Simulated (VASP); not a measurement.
**AlAs: relaxation of cell and atoms with PBE**

AlAs:

```xyz
2
Lattice="0.0000 2.8304 2.8304 2.8304 0.0000 2.8304 2.8304 2.8304 0.0000" Properties=species:S:1:pos:R:3 pbc="T T T"
Al    0.0000    0.0000    0.0000
As    1.4152    1.4152    1.4152
```

- Program: VASP 6.6.1
- Task: relaxation of cell and atoms
- Functional: PBE
- Potentials or basis: VASP PAW PBE potentials, release 64 (Al, As)
- Cutoff: 600 eV
- k mesh: 8 × 8 × 8
- Occupations: gaussian, width 0.02 eV
- Spin: no spin polarisation
- Dipole correction: no
- Further INCAR settings: ALGO = Normal; EDIFF = 1e-07; IBRION = 2; EDIFFG = -0.01; NSW = 100; ISIF = 3

```json
{
  "Relaxed volume": "23.55 Å³/atom",
  "Relaxed cell": "a = 4.054 Å, b = 4.054 Å, c = 4.054 Å, α = 60.00°, β = 60.00°, γ = 60.00°",
  "Space group after relaxing (to 0.05 Å)": "F-43m (No. 216)",
  "Energy gained by relaxing": "7.3 meV/atom",
  "Ionic steps": "3",
  "Pressure after relaxing": "0.0 GPa",
  "Band gap on the k mesh": "1.50 eV, indirect (least direct gap 1.76 eV)"
}
```

The path:
```csv
step,energy change (eV),largest force (eV/Å),pressure (GPa),volume (Å³)
1,0.0000,0.0000,2.77,45.35
2,-0.0114,0.0000,-1.18,47.97
3,-0.0146,0.0000,0.01,47.10
```

Final structure:
```cif
data_structure
_symmetry_space_group_name_H-M 'P 1'
_symmetry_Int_Tables_number 1
_cell_length_a 4.0536
_cell_length_b 4.0536
_cell_length_c 4.0536
_cell_angle_alpha 60.000
_cell_angle_beta 60.000
_cell_angle_gamma 60.000
_cell_volume 47.10
loop_
_atom_site_label
_atom_site_type_symbol
_atom_site_fract_x
_atom_site_fract_y
_atom_site_fract_z
_atom_site_occupancy
Al1 Al 0.00000 0.00000 0.00000 1
As1 As 0.25000 0.25000 0.25000 1
```

Levels at points of the mesh, in eV from the valence-band top:
```
           k point  band 1  band 2  band 3  band 4  band 5  band 6  band 7  band 8
(0.00, 0.00, 0.00)  -11.66    0.00    0.00    0.00    1.76    4.22    4.22    4.22
(0.50, 0.00, 0.00)  -10.32   -5.41   -0.80   -0.80    2.00    4.65    4.65    7.68
(0.50, 0.50, 0.00)   -9.81   -5.30   -2.09   -2.09    1.50    2.29   10.04   10.04
```

It took 18 s on 1 thread of AMD EPYC 9R45 96-Core Processor (Zen 5), on a shared host, peak memory 0.16 GiB.

A k mesh can miss the band edges. Zero-point motion and thermal expansion aren't in these numbers.
